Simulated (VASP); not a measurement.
# KBr (zincblende type) (F-43m) in VASP: a series of runs, part 2 of 3

VASP 6.6.1.

### Step 3. Electric field gradients, PBE (volume scaled by 0.95)

The input, INCAR:

```
PREC = Accurate ; ENCUT = 520
EDIFF = 1E-8 ; ISMEAR = -1
SIGMA = 0.08 ; LREAL = False
LASPH = True ; NELM = 60
ALGO = Normal ; ISIF = 2
LWAVE = False ; LCHARG = False
GGA = PE ; LEFG = True
NBANDS = 15
```

The input, KPOINTS:

```
Automatic mesh
0
Gamma
  11 11 11
```

The input, POSCAR:

```
KBr
1.0
    0.0000000000      3.6517201777      3.6517201777
    3.6517201777      0.0000000000      3.6517201777
    3.6517201777      3.6517201777      0.0000000000
K Br
1 1
Direct
    0.0000000000      0.0000000000      0.0000000000
    0.2500000000      0.2500000000      0.2500000000
```

Potentials or basis: VASP PAW PBE potentials, release 64 (K_sv, Br).

The run is started by

```sh
cat potpaw_PBE.64/K_sv/POTCAR potpaw_PBE.64/Br/POTCAR > POTCAR
mpirun -np 1 vasp_std > vasp.out
```

OUTCAR:

```text
PREC = Accurate
   ENCUT = 520
   EDIFF = 1E-8
   ISMEAR = -1
   LREAL = False
   LASPH = True
   NELM = 60
   ISIF = 2
   GGA = PE

 ion  position               nearest neighbor table
   1  0.000  0.000  0.000-   2 3.16   2 3.16   2 3.16   2 3.16
   2  0.250  0.250  0.250-   1 3.16   1 3.16   1 3.16   1 3.16

  LATTYP: Found a face centered cubic cell.
 ALAT       =     7.3034403554

  Lattice vectors:

 A1 = (   0.0000000000,   3.6517201777,   3.6517201777)
 A2 = (   3.6517201777,   0.0000000000,   3.6517201777)
 A3 = (   3.6517201777,   3.6517201777,   0.0000000000)

Analysis of symmetry for initial positions (statically):
=====================================================================
 Subroutine PRICEL returns:
 Original cell was already a primitive cell.

 Routine SETGRP: Setting up the symmetry group for a
 face centered cubic supercell.

 Subroutine GETGRP returns: Found 24 space group operations
 (whereof 24 operations were pure point group operations)
 out of a pool of 48 trial point group operations.

The static configuration has the point symmetry T_d .

Analysis of symmetry for dynamics (positions and initial velocities):
=====================================================================
 Subroutine PRICEL returns:
 Original cell was already a primitive cell.

 Routine SETGRP: Setting up the symmetry group for a
 face centered cubic supercell.

 Subroutine GETGRP returns: Found 24 space group operations
 (whereof 24 operations were pure point group operations)
 out of a pool of 48 trial point group operations.

The dynamic configuration has the point symmetry T_d .

 Subroutine INISYM returns: Found 24 space group operations
 (whereof 24 operations are pure point group operations),
 and found     1 'primitive' translations

----------------------------------------------------------------------------------------

                                     Primitive cell

  volume of cell :      97.3918

  direct lattice vectors                    reciprocal lattice vectors
     0.000000000  3.651720178  3.651720178    -0.136921773  0.136921773  0.136921773
     3.651720178  0.000000000  3.651720178     0.136921773 -0.136921773  0.136921773
     3.651720178  3.651720178  0.000000000     0.136921773  0.136921773 -0.136921773

  length of vectors
     5.164312201  5.164312201  5.164312201     0.237155467  0.237155467  0.237155467

  position of ions in fractional coordinates (direct lattice)
     0.000000000  0.000000000  0.000000000
     0.250000000  0.250000000  0.250000000

  ion indices of the primitive-cell ions
   primitive index   ion index
                 1           1
                 2           2

----------------------------------------------------------------------------------------

 KPOINTS: Automatic mesh

Automatic generation of k-mesh.
 Grid dimensions read from file:
 generate k-points for:   11   11   11

 Generating k-lattice:

  Cartesian coordinates                     Fractional coordinates (reciprocal lattice)
    -0.012447434  0.012447434  0.012447434     0.090909091  0.000000000  0.000000000
[... 73 lines left out ...]
   EFERMI =   0.00;   METHOD = LEGACY
   ISMEAR =    -1;   SIGMA  =   0.08  broadening in eV -4-tet -1-fermi 0-gaus
   EFERMI_NEDOS =   21; number of points for ismear=-14 and -15
   IALGO  =     38    algorithm
   IMIX   =      4    mixing-type and parameters
     AMIX     =   0.40;   BMIX     =  1.00
     AMIX_MAG =   1.60;   BMIX_MAG =  1.00
  volume/ion in A,a.u.               =      48.70       328.62
  Fermi-wavevector in a.u.,A,eV,Ry     =   0.896618  1.694362 10.938042  0.803923
  Thomas-Fermi vector in A             =   2.019099
   LORBIT       =      0    0 simple, 1 ext, 2 COOP (PROOUT), +10 PAW based schemes
   GGA     = PE    functional components
   LHFCALC =     F    Hartree Fock is set to
   AEXX    =    0.0000 exact exchange contribution
   IVDW    =     0    specifies the selected vdW correction
   LEPSILON=     F    determine dielectric tensor
   LRPA    =     F    only Hartree local field effects (RPA)
 non-spin polarized calculation
  energy-cutoff  :      520.00
  volume of cell :       97.39
 maximum number of plane-waves:      2685
   NGX = 19   NGY = 19   NGZ = 19

 number of electron      15.9999998 magnetization

 Free energy of the ion-electron system (eV)
  ---------------------------------------------------
  ext. energy  EPLUGINS =         0.00000000
  ---------------------------------------------------
  free energy    TOTEN  =        -6.02646159 eV

  energy without entropy =       -6.02646159  energy(sigma->0) =       -6.02646159

 E-fermi :  -1.0816     XC(G=0):  -6.0422

 val. band max:       -3.0641271047   @ k =  -0.2727   0.2727   0.0000
 cond. band min:       1.2696731628   @ k =   0.0000   0.0000   0.0000
 fundamental gap:      4.3338002675
 Fermi energy:        -1.0816373026

 k-point     1 :       0.0000    0.0000    0.0000
  band No.  band energies     occupation
      1     -30.7699      2.00000
      2     -14.9507      2.00000
      3     -14.2721      2.00000
      4     -14.2721      2.00000
      5     -14.2721      2.00000
      6      -3.0836      2.00000
      7      -3.0836      2.00000
      8      -3.0836      2.00000
      9       1.2697      0.00000
     10       5.6042      0.00000
     11       5.6042      0.00000
     12       6.6340      0.00000
     13       6.6340      0.00000
     14       6.6340      0.00000
[... 401 lines left out ...]
      2     -15.0935      2.00000
      3     -14.2839      2.00000
      4     -14.2760      2.00000
      5     -14.1053      2.00000
      6      -3.3257      2.00000
      7      -3.1210      2.00000
      8      -3.0673      2.00000
      9       2.4896      0.00000
     10       4.9805      0.00000
     11       5.0000      0.00000
     12       5.6239      0.00000
     13       6.8086      0.00000
     14       7.0871      0.00000
     15       7.2074      0.00000

 [... further k-points ...]
[... 5 lines left out ...]
  --------------------------------------------------------------------------------------
  -------------------------------------------------------------------------------------
  Total        0.3734649      0.3734649      0.3734649     -0.0000000     -0.0000000      0.0000000
  in kB        6.1438122      6.1438122      6.1438122     -0.0000000     -0.0000000      0.0000000
  external PRESSURE =       6.1438122 kB  Pullay stress =       0.0000000 kB

 VOLUME and BASIS-vectors are now :
 -----------------------------------------------------------------------------
  energy-cutoff  :      520.00
  volume of cell :       97.39
      direct lattice vectors                 reciprocal lattice vectors
     0.000000000  3.651720178  3.651720178    -0.136921773  0.136921773  0.136921773
     3.651720178  0.000000000  3.651720178     0.136921773 -0.136921773  0.136921773
     3.651720178  3.651720178  0.000000000     0.136921773  0.136921773 -0.136921773

 POSITION                                       TOTAL-FORCE (eV/Angst)
 -----------------------------------------------------------------------------------
      0.00000      0.00000      0.00000        -0.000000     -0.000000     -0.000000
      1.82586      1.82586      1.82586         0.000000      0.000000      0.000000
 -----------------------------------------------------------------------------------
    total drift:                               -0.000000     -0.000000     -0.000000

  FREE ENERGIE OF THE ION-ELECTRON SYSTEM (eV)
  ---------------------------------------------------
  free  energy   TOTEN  =        -6.0264615921 eV

  energy  without entropy=       -6.0264615920  energy(sigma->0) =       -6.02646159

 Electric field gradients (V/A^2)
---------------------------------------------------------------------
 ion       V_xx      V_yy      V_zz      V_xy      V_xz      V_yz
---------------------------------------------------------------------
   1      -0.000     0.000     0.000     0.000     0.000     0.000
   2       0.000     0.000    -0.000     0.001     0.001     0.001
---------------------------------------------------------------------

 Electric field gradients after diagonalization (V/A^2)
 (convention: |V_zz| > |V_xx| > |V_yy|)
----------------------------------------------------------------------
 ion       V_xx      V_yy      V_zz     asymmetry (V_yy - V_xx)/ V_zz
----------------------------------------------------------------------
   1      -0.000    -0.000     0.000       0.000
   2      -0.001    -0.001     0.001       0.000
----------------------------------------------------------------------

           NMR quadrupolar parameters

 Cq : quadrupolar parameter    Cq=e*Q*V_zz/h
 eta: asymmetry parameters     (V_yy - V_xx)/ V_zz
 Q  : nuclear electric quadrupole moment in mb (millibarn)
----------------------------------------------------------------------
 ion       Cq(MHz)       eta       Q (mb)
----------------------------------------------------------------------
   1       0.000       0.000       1.000
   2       0.000       0.000       1.000
----------------------------------------------------------------------
```

OSZICAR:

```text
N       E                     dE             d eps       ncg     rms          rms(c)
DAV:   1     0.101996142379E+03    0.10200E+03   -0.65002E+03  1680   0.896E+02
DAV:   2     0.163407355573E+01   -0.10036E+03   -0.92109E+02  2107   0.214E+02
DAV:   3    -0.598865706004E+01   -0.76227E+01   -0.75789E+01  2317   0.532E+01
DAV:   4    -0.633814168484E+01   -0.34948E+00   -0.34937E+00  2888   0.980E+00
DAV:   5    -0.633994669046E+01   -0.18050E-02   -0.18050E-02  2345   0.803E-01    0.332E+00
DAV:   6    -0.603557516708E+01    0.30437E+00   -0.39994E-01  2212   0.268E+00    0.234E+00
DAV:   7    -0.600205378523E+01    0.33521E-01   -0.20543E-01  2345   0.213E+00    0.113E+00
DAV:   8    -0.602252440843E+01   -0.20471E-01   -0.24631E-02  2184   0.103E+00    0.204E-01
DAV:   9    -0.602428472421E+01   -0.17603E-02   -0.11254E-03  2135   0.191E-01    0.134E-01
DAV:  10    -0.602641392881E+01   -0.21292E-02   -0.18314E-03  1708   0.227E-01    0.364E-02
DAV:  11    -0.602644704806E+01   -0.33119E-04   -0.10438E-04  2164   0.680E-02    0.109E-02
DAV:  12    -0.602646086736E+01   -0.13819E-04   -0.17411E-05  1708   0.306E-02    0.622E-03
DAV:  13    -0.602646144146E+01   -0.57410E-06   -0.18231E-06  2254   0.782E-03    0.208E-03
DAV:  14    -0.602646151461E+01   -0.73149E-07   -0.26763E-07  1891   0.309E-03    0.722E-04
DAV:  15    -0.602646156552E+01   -0.50905E-07   -0.15303E-08  2039   0.866E-04    0.376E-04
DAV:  16    -0.602646159744E+01   -0.31921E-07   -0.72686E-09  1637   0.614E-04    0.170E-04
DAV:  17    -0.602646159214E+01    0.53024E-08   -0.11197E-09  1715   0.174E-04
   1 F= -.60264616E+01 E0= -.60264616E+01  d E =-.979042E-10
```

stdout:

```text
POSCAR found type information on POSCAR K Br
 POSCAR found :  2 types and       2 ions
 scaLAPACK will be used
 LDA part: xc-table for (Slater+PW92), standard interpolation
 POSCAR, INCAR and KPOINTS ok, starting setup
 FFT: planning ... GRIDC
 FFT: planning ... GRID_SOFT
 FFT: planning ... GRID
 WAVECAR not read
 entering main loop
ion   1

ion   2
```

Run time: 36 s. Hardware: 1 thread of Intel Xeon 6975P-C (Granite Rapids), shared host; peak memory 0.28 GiB.

Results:

| Item | Value |
| --- | --- |
| Free energy | -6.0265 eV |
| Pressure | 0.6 GPa |
| Band gap on the k mesh | 4.33 eV, indirect (least direct gap 4.35 eV) |

Levels at points of the mesh, in eV from the valence-band top:
```
           k point  band 6  band 7  band 8  band 9  band 10  band 11
(0.00, 0.00, 0.00)   -0.02   -0.02   -0.02    4.33     8.67     8.67
```

Caveat: without QUAD_EFG the Cq values of the log hold for a quadrupole moment of 1 mb, not for the nuclei. A k mesh can miss the band edges.

### Step 4. Electric field gradients, PBE (volume scaled by 0.975)

The input, INCAR:

```
  ALGO = Normal
  EDIFF = 1E-8
  ENCUT = 520
  GGA = PE
  ISIF = 2
  ISMEAR = -1
  LASPH = True
  LCHARG = False
  LEFG = True
  LREAL = False
  LWAVE = False
  NBANDS = 15
  NELM = 60
  PREC = Accurate
  SIGMA = 0.08
```

The input, KPOINTS:

```
k-points
0
Gamma
  11 11 11
```

The input, POSCAR:

```
KBr
1.0
    0.0000000000      3.6834758601      3.6834758601
    3.6834758601      0.0000000000      3.6834758601
    3.6834758601      3.6834758601      0.0000000000
K Br
1 1
Direct
    0.0000000000      0.0000000000      0.0000000000
    0.2500000000      0.2500000000      0.2500000000
```

Potentials or basis: VASP PAW PBE potentials, release 64 (K_sv, Br).

The run is started by

```sh
cat potpaw_PBE.64/K_sv/POTCAR potpaw_PBE.64/Br/POTCAR > POTCAR
mpirun -np 1 vasp_std > vasp.out
```

OUTCAR:

```text
EDIFF = 1E-8
   ENCUT = 520
   GGA = PE
   ISIF = 2
   ISMEAR = -1
   LASPH = True
   LREAL = False
   NELM = 60
   PREC = Accurate

 ion  position               nearest neighbor table
   1  0.000  0.000  0.000-   2 3.19   2 3.19   2 3.19   2 3.19
   2  0.250  0.250  0.250-   1 3.19   1 3.19   1 3.19   1 3.19

  LATTYP: Found a face centered cubic cell.
 ALAT       =     7.3669517202

  Lattice vectors:

 A1 = (   0.0000000000,   3.6834758601,   3.6834758601)
 A2 = (   3.6834758601,   0.0000000000,   3.6834758601)
 A3 = (   3.6834758601,   3.6834758601,   0.0000000000)

Analysis of symmetry for initial positions (statically):
=====================================================================
 Subroutine PRICEL returns:
 Original cell was already a primitive cell.

 Routine SETGRP: Setting up the symmetry group for a
 face centered cubic supercell.

 Subroutine GETGRP returns: Found 24 space group operations
[... 618 lines left out ...]
  volume of cell :       99.95
      direct lattice vectors                 reciprocal lattice vectors
     0.000000000  3.683475860  3.683475860    -0.135741354  0.135741354  0.135741354
     3.683475860  0.000000000  3.683475860     0.135741354 -0.135741354  0.135741354
     3.683475860  3.683475860  0.000000000     0.135741354  0.135741354 -0.135741354

 POSITION                                       TOTAL-FORCE (eV/Angst)
 -----------------------------------------------------------------------------------
      0.00000      0.00000      0.00000        -0.000000     -0.000000     -0.000000
      1.84174      1.84174      1.84174         0.000000      0.000000      0.000000
 -----------------------------------------------------------------------------------
    total drift:                               -0.000000     -0.000000     -0.000000

  FREE ENERGIE OF THE ION-ELECTRON SYSTEM (eV)
  ---------------------------------------------------
  free  energy   TOTEN  =        -6.0340688949 eV

  energy  without entropy=       -6.0340688949  energy(sigma->0) =       -6.03406889

 Electric field gradients (V/A^2)
---------------------------------------------------------------------
 ion       V_xx      V_yy      V_zz      V_xy      V_xz      V_yz
---------------------------------------------------------------------
   1      -0.000     0.000     0.000     0.000     0.000     0.000
   2      -0.000    -0.000     0.000     0.001     0.001     0.001
---------------------------------------------------------------------

 Electric field gradients after diagonalization (V/A^2)
 (convention: |V_zz| > |V_xx| > |V_yy|)
----------------------------------------------------------------------
 ion       V_xx      V_yy      V_zz     asymmetry (V_yy - V_xx)/ V_zz
----------------------------------------------------------------------
   1      -0.000    -0.000     0.000       0.000
   2      -0.001    -0.001     0.001       0.000
----------------------------------------------------------------------

           NMR quadrupolar parameters

 Cq : quadrupolar parameter    Cq=e*Q*V_zz/h
 eta: asymmetry parameters     (V_yy - V_xx)/ V_zz
 Q  : nuclear electric quadrupole moment in mb (millibarn)
----------------------------------------------------------------------
 ion       Cq(MHz)       eta       Q (mb)
----------------------------------------------------------------------
   1       0.000       0.000       1.000
   2       0.000       0.000       1.000
----------------------------------------------------------------------
```

OSZICAR:

```text
N       E                     dE             d eps       ncg     rms          rms(c)
DAV:   1     0.100893840890E+03    0.10089E+03   -0.63994E+03  1680   0.889E+02
DAV:   2     0.169185283171E+01   -0.99202E+02   -0.91396E+02  2149   0.216E+02
DAV:   3    -0.597671163554E+01   -0.76686E+01   -0.76289E+01  2345   0.529E+01
DAV:   4    -0.635304154564E+01   -0.37633E+00   -0.37625E+00  2851   0.100E+01
DAV:   5    -0.635498869735E+01   -0.19472E-02   -0.19471E-02  2345   0.823E-01    0.319E+00
DAV:   6    -0.604446991599E+01    0.31052E+00   -0.40896E-01  2212   0.267E+00    0.224E+00
DAV:   7    -0.600916192422E+01    0.35308E-01   -0.20577E-01  2345   0.212E+00    0.110E+00
DAV:   8    -0.602995961423E+01   -0.20798E-01   -0.24873E-02  2177   0.102E+00    0.199E-01
DAV:   9    -0.603188505970E+01   -0.19254E-02   -0.12179E-03  2142   0.195E-01    0.133E-01
DAV:  10    -0.603401711540E+01   -0.21321E-02   -0.17606E-03  1687   0.225E-01    0.331E-02
DAV:  11    -0.603405429163E+01   -0.37176E-04   -0.98260E-05  2108   0.655E-02    0.105E-02
DAV:  12    -0.603406831268E+01   -0.14021E-04   -0.18304E-05  1701   0.314E-02    0.608E-03
DAV:  13    -0.603406872713E+01   -0.41445E-06   -0.14524E-06  2420   0.681E-03    0.162E-03
DAV:  14    -0.603406881920E+01   -0.92064E-07   -0.24606E-07  1843   0.300E-03    0.778E-04
DAV:  15    -0.603406887002E+01   -0.50826E-07   -0.12620E-08  2045   0.815E-04    0.297E-04
DAV:  16    -0.603406890101E+01   -0.30991E-07   -0.87823E-09  1653   0.671E-04    0.138E-04
DAV:  17    -0.603406889495E+01    0.60681E-08   -0.67615E-10  1596   0.149E-04
   1 F= -.60340689E+01 E0= -.60340689E+01  d E =-.664344E-10
```

Wall time 39 s (1 thread of Intel Xeon 6975P-C (Granite Rapids), shared host); peak memory 0.28 GiB.

What came out:

```yaml
Free_energy: -6.0341 eV
Pressure: 0.3 GPa
Band_gap_on_the_k_mesh: 4.29 eV, indirect (least direct gap 4.30 eV)
```

Caveat: without QUAD_EFG the Cq values of the log hold for a quadrupole moment of 1 mb, not for the nuclei. A k mesh can miss the band edges.

(Part 2 of 3 ends here.)
